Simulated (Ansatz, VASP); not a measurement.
## Two plane-wave programs on HfO2

INCAR

```
SYSTEM = HfO2
  ALGO = Normal
  EDIFF = 1E-7
  EDIFFG = -0.01
  ENCUT = 600
  GGA = RP
  GGA_COMPAT = .False.
  IBRION = 2
  ISIF = 3
  ISMEAR = -1
  IVDW = 12
  LASPH = .True.
  LCHARG = .False.
  LREAL = .False.
  LWAVE = .False.
  NELM = 120
  NELMIN = 4
  NSW = 60
  PREC = Accurate
  SIGMA = 0.05
```

File KPOINTS:

```
k-points
0
Gamma
  8 8 5
  0 0 0
```

POSCAR

```
HfO2
1.0
    3.5580193300      0.0000000000      0.0000000000
    0.0000000000      3.5580193300      0.0000000000
    0.0000000000      0.0000000000      5.1718612100
Hf O
2 4
Direct
    0.0000000000      0.0000000000      0.0000000000
    0.5000000000      0.5000000000      0.5000000000
    0.0000000000      0.5000000000      0.1972078800
    0.5000000000      0.0000000000      0.3027921200
    0.5000000000      0.0000000000      0.8027921200
    0.0000000000      0.5000000000      0.6972078800
```

input.yaml

```yaml
crystal:
  lattice:
    - [3.55801933, 0.0, 0.0]
    - [0.0, 3.55801933, 0.0]
    - [0.0, 0.0, 5.17186121]
  atoms:
    - { symbol: Hf, position: [0.0, 0.0, 0.0] }
    - { symbol: Hf, position: [0.5, 0.5, 0.5] }
    - { symbol: O, position: [0.0, 0.5, 0.19720788] }
    - { symbol: O, position: [0.5, 0.0, 0.30279212] }
    - { symbol: O, position: [0.5, 0.0, 0.80279212] }
    - { symbol: O, position: [0.0, 0.5, 0.69720788] }
hamiltonian:
  xc: rpbe
  pseudopotentials: { kind: paw }
  dispersion: d3bj
kpoints:
  mp_grid: { grid: [8, 8, 5] }
scf:
  occupations: { method: fermi_dirac, width: 0.05 }
output:
  forces: true
  stress: true
relax:
  f_tol: 0.01
  max_steps: 40
  cell: { stress_tol: 0.05 }
```

Alike in both runs: task relaxation of cell and atoms; functional RPBE; dispersion D3(BJ); k mesh 8 × 8 × 5; occupations fermi-dirac, width 0.05 eV; no spin polarisation.

```csv
,VASP,Ansatz
version,VASP 6.6.1,Ansatz 0.2.0
potentials or method,"VASP PAW PBE potentials, release 64 (Hf_pv, O)",Ansatz PAW
plane-wave cutoff (eV),600,420
valence electrons in the cell,44,76
```

|  | VASP | Ansatz | Ansatz less VASP |
| --- | --- | --- | --- |
| relaxed volume (Å³/atom) | 10.24 | 10.42 | +0.184 |
| relaxed cell length with the largest relative difference (Å) | 4.999 | 5.035 | +0.0360 |

VASP's potentials were made for PBE, not for RPBE. VASP's potentials hold 44 valence electrons a cell and Ansatz's 76, so a difference there can come from the potentials and not from the codes.

Neither program's run includes spin-orbit coupling. Noted on Ansatz's run: odd divisions of the mesh miss points on the zone boundary, where band edges often lie, so the gap on the mesh can be too wide; the plane-wave basis is chosen anew once the cell has moved, so the energies of steps on either side of that aren't comparable.
